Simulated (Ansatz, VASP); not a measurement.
# InTe3W in VASP and in Ansatz

```
In Te W
1.0
     3.70816    2.14091    2.94815
    -3.70816    2.14091    2.94815
     0.00000   -4.28182    2.94815
In Te W
1 3 1
Direct
  0.50000 0.50000 0.50000
  0.07803 0.50000 0.92197
  0.92197 0.07803 0.50000
  0.50000 0.92197 0.07803
  0.00000 0.00000 0.00000
```

Change from the starting cell: species swapped into the Ag3SI type (R32, No. 155).

Alike in both runs: task single point; functional PBE; k mesh 3 × 3 × 3; occupations gaussian, width 0.1 eV; no spin polarisation.

```csv
,VASP,Ansatz
version,VASP 6.6.1,Ansatz 0.2.0
potentials or method,"VASP PAW PBE potentials, release 64 (In_d, Te, W_sv), cutoff 500 eV","scalar-relativistic, plane waves, PAW"
valence electrons in the cell,45,75
```

```csv
,VASP,Ansatz,Ansatz less VASP
gap on the k mesh at the Fermi level (eV),none,none,-
pressure (GPa),6.4,6.5,+0.04
"traceless stress, the component that is largest in VASP (GPa)",3.67,3.68,+0.006
rms of the force components (eV/Å),0.035,0.034,-0.0008
```

Atom by atom the forces differ by 0.001 eV/Å (rms over components). A gap of «none» marks a metal or a gap that the smearing closes. VASP's potentials hold 45 valence electrons a cell and Ansatz's 75, so a difference there can come from the potentials and not from the codes.

The k mesh is coarse, so the values compare programs but aren't converged. Neither program's run includes spin-orbit coupling.
